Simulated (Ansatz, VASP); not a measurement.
KF in VASP and in Ansatz

The input INCAR:

```
SYSTEM = KF
PREC = Accurate
ENCUT = 600
EDIFF = 1E-6
ISMEAR = 0
SIGMA = 0.1
LREAL = .FALSE.
LASPH = .TRUE.
NELM = 200
ALGO = Normal
ISIF = 2
LWAVE = .FALSE.
LCHARG = .FALSE.
LDAU = .TRUE.
LDAUTYPE = 2
LDAUL = -1 1
LDAUU = 0 2.3
LDAUJ = 0 0
LDAUPRINT = 1
GGA = PE
NBANDS = 15
GGA_COMPAT = .FALSE.
```

Contents of KPOINTS:

```
Automatic mesh
0
G
  1 1 1
  0 0 0
```

The input POSCAR:

```
KF
1.0
    3.2589550000      0.0000000000      0.0000000000
    0.0000000000      3.2589550000      0.0000000000
    0.0000000000      0.0000000000      3.2589550000
K F
1 1
Direct
    0.0000000000      0.0000000000      0.0000000000
    0.5000000000      0.5000000000      0.5000000000
```

Input for Ansatz:

```yaml
crystal:
  lattice:
    - [3.258955, 0.0, 0.0]
    - [0.0, 3.258955, 0.0]
    - [0.0, 0.0, 3.258955]
  atoms:
    - { symbol: K, position: [0.0, 0.0, 0.0] }
    - { symbol: F, position: [0.5, 0.5, 0.5] }
basis:
  ecutwfc: 420
kpoints:
  mp_grid: { grid: [1, 1, 1] }
hamiltonian:
  xc: pbe
  hubbard: { sites: [{ species: F, l: p, u_eff: 2.3 }] }
scf:
  occupations: { method: gaussian, width: 0.1 }
output:
  forces: true
  stress: true
  eigenvalues: true
```

Alike in both runs: task single point; functional PBE; k mesh 1 × 1 × 1; occupations gaussian, width 0.1 eV; no spin polarisation; Hubbard terms F p U = 2.3 eV.

|  | VASP | Ansatz |
| --- | --- | --- |
| version | VASP 6.6.1 | Ansatz 0.2.0 |
| potentials or method | VASP PAW PBE potentials, release 64 (K_sv, F), cutoff 600 eV | scalar-relativistic, plane waves, PAW |
| valence electrons in the cell | 16 | 16 |

```csv
,VASP,Ansatz,Ansatz less VASP
gap on the k mesh at the Fermi level (eV),5.41,6.14,+0.734
least direct gap on the mesh (eV),5.41,6.14,+0.734
```

The programs project onto different local orbitals, so the same U acts differently, and such runs can settle in different states.

The k mesh is coarse, so the values compare programs but aren't converged.
